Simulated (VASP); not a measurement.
**W: single point with PBE**

The system is W, a slab with vacuum.

```xyz
3
Lattice="2.8709 0.0000 0.0000 1.4354 2.4862 0.0000 0.0000 0.0000 20.6881" Properties=species:S:1:pos:R:3 pbc="T T T"
W     0.0000    0.0000    8.0000
W     2.8709    1.6575   10.3440
W     1.4354    0.8287   12.6881
```

```
Program                : VASP 6.6.1
Task                   : single point
Functional             : PBE
Potentials or basis    : VASP PAW PBE potentials, release 64 (W_sv)
Cutoff                 : 520 eV
k mesh                 : 7 × 7 × 1
Occupations            : fermi-dirac, width 0.1 eV
Spin                   : no spin polarisation
Dipole correction      : yes
Electric field (eV/Å)  : 0.1
Further INCAR settings : ALGO = Normal; EDIFF = 1e-06; NBANDS = 28; EFIELD = -0.1
```

| Quantity | Value |
| --- | --- |
| Largest force | 0.091 eV/Å |
| Band gap on the k mesh | zero (band 21 reaches 0.87 eV, above the bottom of band 22 at -0.15 eV) |

Forces on the atoms (eV/Å):
```
W    0.000  0.000  0.082
W    0.000  0.000  0.009
W    0.000  0.000 -0.091
```

Levels at points of the mesh, in eV from the Fermi level:
| k point | band 19 | band 20 | band 21 | band 22 | band 23 | band 24 |
| --- | --- | --- | --- | --- | --- | --- |
| (0.00, 0.00, 0.00) | -0.58 | -0.44 | -0.20 | -0.20 | 0.07 | 0.07 |

Run time: 30 s on 1 thread of Intel(R) Xeon(R) 6975P-C (Granite Rapids), on a shared host, peak memory 0.29 GiB.

Caveat: the k points lie up to 0.36 Å⁻¹ apart; spin-orbit coupling is left out, which moves the levels of the heavy elements.
